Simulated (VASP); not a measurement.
# Zn4O (P-3m1) in VASP: single point with PBE

Aim: the single point of Zn4O with PBE.

Program: VASP 6.6.1. These are calculated values, not measurements. Logs are shortened: lines on timing, memory, paths and dates and some standing lists are left out, and cuts for length are marked.

## (1) The cell of the first run

The structure is trigonal, space group P-3m1 (No. 164). Conventional cell: a = 2.972 Å, b = 2.972 Å, c = 8.832 Å, α = 90.00°, β = 90.00°, γ = 120.00°. Zn (site symmetry 3m) has 3 O at 2.17 Å and 9 Zn at 2.68 to 2.97 Å within 3.0 Å. Zn (site symmetry 3m) has 12 Zn at 2.68 to 2.97 Å within 3.5 Å. O (site symmetry -3m) has 6 Zn at 2.17 Å and 6 O at 2.97 Å within 3.0 Å.

## (2) Single point, PBE

INCAR reads:

```
PREC = Accurate ; ENCUT = 520
EDIFF = 1E-6 ; ISMEAR = 0
SIGMA = 0.2 ; LREAL = F
LASPH = T ; NELM = 80
ALGO = Normal ; ISIF = 2
LWAVE = F ; LCHARG = F
GGA = PE ; NBANDS = 65
```

KPOINTS reads:

```
regular mesh
0
Gamma
  8 4 4
```

POSCAR reads:

```
Zn4O
1.0
    1.4859847584     -2.5738011008      0.0000000000
   -4.4579542752     -2.5738011008      0.0000000000
    0.0000000000      0.0000000000     -8.8315155053
Zn O
8 2
Direct
    1.0000000000      0.6666666667      0.1501030888
    0.5000000000      0.1666666667      0.1501030888
    0.5000000000      0.8333333333      0.8498969112
    1.0000000000      0.3333333333      0.8498969112
    0.5000000000      0.8333333333      0.3833189406
    1.0000000000      0.3333333333      0.3833189406
    1.0000000000      0.6666666667      0.6166810594
    0.5000000000      0.1666666667      0.6166810594
    0.5000000000      0.5000000000      1.0000000000
    0.0000000000      0.0000000000      0.0000000000
```

Potentials or basis: VASP PAW PBE potentials, release 64 (Zn, O).

Command:

```sh
$ cat potpaw_PBE.64/Zn/POTCAR potpaw_PBE.64/O/POTCAR > POTCAR
$ mpirun -np 1 vasp_std > vasp.out
```

OUTCAR:

```text
PREC = Accurate
   ENCUT = 520
   EDIFF = 1E-6
   ISMEAR = 0
   LREAL = F
   LASPH = T
   NELM = 80
   ISIF = 2
   GGA = PE

 ion  position               nearest neighbor table
   1  0.000  0.667  0.150-  10 2.17   9 2.17   9 2.17   5 2.68   5 2.68   6 2.68   2 2.97   2 2.97
                             2 2.97   2 2.97
   2  0.500  0.167  0.150-   9 2.17  10 2.17  10 2.17   6 2.68   6 2.68   5 2.68   1 2.97   1 2.97
                             1 2.97   1 2.97
   3  0.500  0.833  0.850-   9 2.17  10 2.17  10 2.17   7 2.68   7 2.68   8 2.68   4 2.97   4 2.97
                             4 2.97   4 2.97
   4  0.000  0.333  0.850-  10 2.17   9 2.17   9 2.17   8 2.68   8 2.68   7 2.68   3 2.97   3 2.97
                             3 2.97   3 2.97
   5  0.500  0.833  0.383-   1 2.68   1 2.68   2 2.68   7 2.68   7 2.68   8 2.68   6 2.97   6 2.97
                             6 2.97   6 2.97
   6  0.000  0.333  0.383-   2 2.68   2 2.68   1 2.68   8 2.68   8 2.68   7 2.68   5 2.97   5 2.97
                             5 2.97   5 2.97
   7  0.000  0.667  0.617-   3 2.68   3 2.68   4 2.68   5 2.68   5 2.68   6 2.68   8 2.97   8 2.97
                             8 2.97   8 2.97
   8  0.500  0.167  0.617-   4 2.68   4 2.68   3 2.68   6 2.68   6 2.68   5 2.68   7 2.97   7 2.97
                             7 2.97   7 2.97
   9  0.500  0.500  0.000-   2 2.17   3 2.17   1 2.17   4 2.17   1 2.17   4 2.17
  10  0.000  0.000  0.000-   1 2.17   4 2.17   2 2.17   3 2.17   2 2.17   3 2.17

  LATTYP: Found a simple orthorhombic cell.
 ALAT       =     2.9719695168
 B/A-ratio  =     1.7320508076
 C/A-ratio  =     2.9716036640

  Lattice vectors:

 A1 = (   1.4859847584,  -2.5738011008,   0.0000000000)
 A2 = (  -4.4579542752,  -2.5738011008,   0.0000000000)
 A3 = (   0.0000000000,   0.0000000000,  -8.8315155053)

Analysis of symmetry for initial positions (statically):
=====================================================================
 Subroutine PRICEL returns following result:

  LATTYP: Found a hexagonal cell.
 ALAT       =     2.9719695168
 C/A-ratio  =     2.9716036640

  Lattice vectors:

 A1 = (  -1.4859847584,   2.5738011008,   0.0000000000)
 A2 = (   2.9719695168,   0.0000000000,   0.0000000000)
 A3 = (   0.0000000000,   0.0000000000,  -8.8315155053)

   2 primitive cells build up your supercell.

 Routine SETGRP: Setting up the symmetry group for a
 simple orthorhombic supercell.

 Subroutine GETGRP returns: Found  4 space group operations
 (whereof  4 operations were pure point group operations)
 out of a pool of  8 trial point group operations.

The static configuration has the point symmetry C_2h.

Analysis of symmetry for dynamics (positions and initial velocities):
=====================================================================
 Subroutine PRICEL returns following result:

  LATTYP: Found a hexagonal cell.
 ALAT       =     2.9719695168
 C/A-ratio  =     2.9716036640

  Lattice vectors:

 A1 = (  -1.4859847584,   2.5738011008,   0.0000000000)
 A2 = (   2.9719695168,   0.0000000000,   0.0000000000)
 A3 = (   0.0000000000,   0.0000000000,  -8.8315155053)

   2 primitive cells build up your supercell.

 Routine SETGRP: Setting up the symmetry group for a
 simple orthorhombic supercell.

 Subroutine GETGRP returns: Found  4 space group operations
 (whereof  4 operations were pure point group operations)
 out of a pool of  8 trial point group operations.

The dynamic configuration has the point symmetry C_2h.

 Subroutine INISYM returns: Found  4 space group operations
 (whereof  4 operations are pure point group operations),
 and found     2 'primitive' translations

----------------------------------------------------------------------------------------

                                     Primitive cell

  volume of cell :      67.5545

  direct lattice vectors                    reciprocal lattice vectors
    -1.485984758  2.573801101  0.000000000     0.000000000  0.388530411  0.000000000
     2.971969517  0.000000000  0.000000000     0.336477206  0.194265206  0.000000000
     0.000000000  0.000000000 -8.831515505     0.000000000  0.000000000 -0.113230849

  length of vectors
     2.971969517  2.971969517  8.831515505     0.388530411  0.388530411  0.113230849

  position of ions in fractional coordinates (direct lattice)
     0.333333333  0.666666667  0.150103089
     0.666666667  0.333333333  0.849896911
     0.666666667  0.333333333  0.383318941
     0.333333333  0.666666667  0.616681059
     0.000000000  0.000000000  0.000000000

  ion indices of the primitive-cell ions
   primitive index   ion index
                 1           1
                 2           4
                 3           6
                 4           7
                 5          10

----------------------------------------------------------------------------------------

 KPOINTS: regular mesh

Automatic generation of k-mesh.
 Grid dimensions read from file:
 generate k-points for:    8    4    4

 Generating k-lattice:

  Cartesian coordinates                     Fractional coordinates (reciprocal lattice)
     0.021029825 -0.036424726  0.000000000     0.125000000  0.000000000  0.000000000
    -0.042059651 -0.024283151  0.000000000     0.000000000  0.250000000  0.000000000
     0.000000000  0.000000000 -0.028307712     0.000000000  0.000000000  0.250000000

  Length of vectors
     0.042059651  0.048566301  0.028307712

  Shift w.r.t. Gamma in fractional coordinates (k-lattice)
     0.000000000  0.000000000  0.000000000

 Subroutine IBZKPT returns following result:
 ===========================================

 Found     50 irreducible k-points:

 Following reciprocal coordinates:
            Coordinates               Weight
  0.000000  0.000000  0.000000      1.000000
  0.125000  0.000000  0.000000      2.000000
  0.250000  0.000000  0.000000      2.000000
  0.375000 -0.000000  0.000000      2.000000
  0.500000  0.000000  0.000000      1.000000
  0.000000  0.250000  0.000000      2.000000
[... 16 lines left out ...]
  0.125000  0.250000  0.250000      4.000000
 -0.125000  0.250000 -0.250000      4.000000
 [... further k-points ...]
   k-points           NKPTS =     50   k-points in BZ     NKDIM =     50   number of bands    NBANDS=     65
   number of dos      NEDOS =    301   number of ions     NIONS =     10
   total plane-waves  NPLWV =  67200
   dimension x,y,z NGX =    24 NGY =   40 NGZ =   70
   dimension x,y,z NGXF=    48 NGYF=   80 NGZF=  140
   ions per type =               8   2
   NGX,Y,Z   is equivalent  to a cutoff of  13.43, 12.92, 13.18 a.u.
   NGXF,Y,Z  is equivalent  to a cutoff of  26.85, 25.84, 26.35 a.u.
 SYSTEM =  unknown system
   PREC   = accura    normal or accurate (medium, high low for compatibility)
   ISTART =      0    job   : 0-new  1-cont  2-samecut
   ICHARG =      2    charge: 1-file 2-atom 10-const
   ISPIN  =      1    spin polarized calculation?
   LNONCOLLINEAR =      F non collinear calculations
   LSORBIT =      F    spin-orbit coupling
   LASPH  =      T    aspherical Exc in radial PAW
   ENCUT  =  520.0 eV  38.22 Ry    6.18 a.u.   5.53  9.57 16.42*2*pi/ulx,y,z
   NELM   =     80;   NELMIN=  2; NELMDL= -5     # of ELM steps
   EDIFF  = 0.1E-05   stopping-criterion for ELM
   LREAL  =      F    real-space projection
   EDIFFG = 0.1E-04   stopping-criterion for IOM
   NSW    =      0    number of steps for IOM
   IBRION =     -1    ionic relax: 0-MD 1-quasi-New 2-CG
   NFREE  =      0    steps in history (QN), initial steepest desc. (CG)
   ISIF   =      2    stress and relaxation
   ISYM   =      2    0-nonsym 1-usesym 2-fastsym
   POTIM  = 0.5000    time-step for ionic-motion
   TEBEG  =    0.0;   TEEND  =   0.0 temperature during run
   PSTRESS=    0.0 pullay stress
   NELECT =     108.0000    total number of electrons
   NUPDOWN=      -1.0000    fix difference up-down
   EMIN   =  10.00;   EMAX   =-10.00  energy-range for DOS
   EFERMI =   0.00;   METHOD = LEGACY
   ISMEAR =     0;   SIGMA  =   0.20  broadening in eV -4-tet -1-fermi 0-gaus
   EFERMI_NEDOS =   21; number of points for ismear=-14 and -15
   IALGO  =     38    algorithm
   IMIX   =      4    mixing-type and parameters
     AMIX     =   0.40;   BMIX     =  1.00
     AMIX_MAG =   1.60;   BMIX_MAG =  1.00
  volume/ion in A,a.u.               =      13.51        91.18
  Fermi-wavevector in a.u.,A,eV,Ry     =   1.519339  2.871134 31.407548  2.308390
  Thomas-Fermi vector in A             =   2.628338
   LORBIT       =      0    0 simple, 1 ext, 2 COOP (PROOUT), +10 PAW based schemes
   GGA     = PE    functional components
   LHFCALC =     F    Hartree Fock is set to
   AEXX    =    0.0000 exact exchange contribution
   IVDW    =     0    specifies the selected vdW correction
   LEPSILON=     F    determine dielectric tensor
   LRPA    =     F    only Hartree local field effects (RPA)
 non-spin polarized calculation
 Gauss-broadening in eV      SIGMA  =   0.20
  energy-cutoff  :      520.00
  volume of cell :      135.11
 maximum number of plane-waves:      3668
 NGX is ok and might be reduce to    24
   NGX = 11   NGY = 19   NGZ = 33

 number of electron     108.0000077 magnetization

 Free energy of the ion-electron system (eV)
  ---------------------------------------------------
  ext. energy  EPLUGINS =         0.00000000
  ---------------------------------------------------
  free energy    TOTEN  =       -22.84407115 eV

  energy without entropy =      -22.81073455  energy(sigma->0) =      -22.82740285

 E-fermi :   3.3436     XC(G=0): -11.5927

 val. band max:        3.3079308794   @ k =   0.2500   0.0000   0.5000
 cond. band min:       3.3487114545   @ k =   0.1250   0.2500   0.2500
 fundamental gap:      0.0407805751
 Fermi energy:         3.3436100130

 k-point     1 :       0.0000    0.0000    0.0000
  band No.  band energies     occupation
      1     -16.3598      2.00000
      2     -15.4856      2.00000
      3      -6.1992      2.00000
      4      -5.8289      2.00000
      5      -5.1989      2.00000
      6      -4.8852      2.00000
[... 1621 lines left out ...]
     64      10.7292      0.00000
     65      11.5949      0.00000

 [... further k-points ...]

------------------------ aborting loop because EDIFF is reached ----------------------------------------

  FORCE on cell =-STRESS in cart. coord.  units (eV):
  Direction    XX          YY          ZZ          XY          YZ          ZX
  --------------------------------------------------------------------------------------
  -------------------------------------------------------------------------------------
  Total       -0.1607723      0.0894287      1.0494358     -0.2166805     -0.0401249     -0.0694985
  in kB       -1.9065021      1.0604816     12.4446277     -2.5694833     -0.4758173     -0.8241403
  external PRESSURE =       3.8662024 kB  Pullay stress =       0.0000000 kB

 VOLUME and BASIS-vectors are now :
 -----------------------------------------------------------------------------
  energy-cutoff  :      520.00
  volume of cell :      135.11
      direct lattice vectors                 reciprocal lattice vectors
     1.485984758 -2.573801101  0.000000000     0.168238603 -0.291397808  0.000000000
    -4.457954275 -2.573801101  0.000000000    -0.168238603 -0.097132603  0.000000000
     0.000000000  0.000000000 -8.831515505     0.000000000  0.000000000 -0.113230849

 POSITION                                       TOTAL-FORCE (eV/Angst)
 -----------------------------------------------------------------------------------
     -2.97197     -1.71587     -1.32564        -0.008740     -0.005046     -0.006386
     -0.00000     -1.71587     -1.32564        -0.008740     -0.005046     -0.006386
     -2.97197     -3.43173     -7.50588         0.008740      0.005046      0.006386
     -1.48598     -0.85793     -7.50588         0.008740      0.005046      0.006386
     -2.97197     -3.43173     -3.38529         0.013161      0.007599      0.087730
     -1.48598     -0.85793     -3.38529         0.013161      0.007599      0.087730
     -2.97197     -1.71587     -5.44623        -0.013161     -0.007599     -0.087730
     -0.00000     -1.71587     -5.44623        -0.013161     -0.007599     -0.087730
     -1.48598     -2.57380      0.00000        -0.000000     -0.000000     -0.000000
      0.00000      0.00000      0.00000        -0.000000      0.000000      0.000000
 -----------------------------------------------------------------------------------
    total drift:                                0.000000     -0.000000     -0.000000

  FREE ENERGIE OF THE ION-ELECTRON SYSTEM (eV)
  ---------------------------------------------------
  free  energy   TOTEN  =       -22.8440711468 eV

  energy  without entropy=      -22.8107345480  energy(sigma->0) =      -22.82740285
```

Wall time 10 min (1 thread of Oxide Virtual Turin-like, shared host); peak memory 0.41 GiB.

Results:

| Item | Value |
| --- | --- |
| Free energy | -22.8441 eV |
| Pressure | 0.4 GPa |
| Largest force | 0.089 eV/Å |
| Band gap on the k mesh | zero (bands 54 and 55 overlap by 1.33 eV) |

Forces on the atoms (eV/Å):
```
Zn  -0.009 -0.005 -0.006
Zn  -0.009 -0.005 -0.006
Zn   0.009  0.005  0.006
Zn   0.009  0.005  0.006
Zn   0.013  0.008  0.088
Zn   0.013  0.008  0.088
Zn  -0.013 -0.008 -0.088
Zn  -0.013 -0.008 -0.088
O    0.000  0.000  0.000
O    0.000  0.000  0.000
```

Stress tensor (GPa, compression positive):
```
-0.19 -0.26 -0.08
-0.26  0.11 -0.05
-0.08 -0.05  1.24
```

Levels at points of the mesh, in eV from the Fermi level:
```tsv
k point	band 51	band 52	band 53	band 54	band 55	band 56	band 57	band 58
(0.00, 0.00, 0.00)	-3.11	-2.41	-2.41	-1.86	0.20	1.67	1.70	1.96
(0.50, 0.00, 0.00)	-1.87	-1.87	0.46	0.46	1.03	1.03	1.74	1.74
(0.00, 0.50, 0.00)	-2.75	-2.75	-2.35	-2.35	3.01	3.01	4.05	4.05
(0.50, 0.50, 0.00)	-3.10	-3.10	-1.86	-1.86	0.20	0.20	1.67	1.67
(0.00, 0.00, 0.50)	-2.41	-2.41	-2.32	-1.10	-0.87	-0.28	0.56	3.53
(0.50, 0.00, 0.50)	-2.34	-2.34	0.41	0.41	0.80	0.80	1.90	1.90
(0.00, 0.50, 0.50)	-2.75	-2.75	-1.07	-1.07	1.69	1.69	4.08	4.08
(0.50, 0.50, 0.50)	-2.71	-2.71	-1.09	-1.09	-0.87	-0.87	0.56	0.56
```
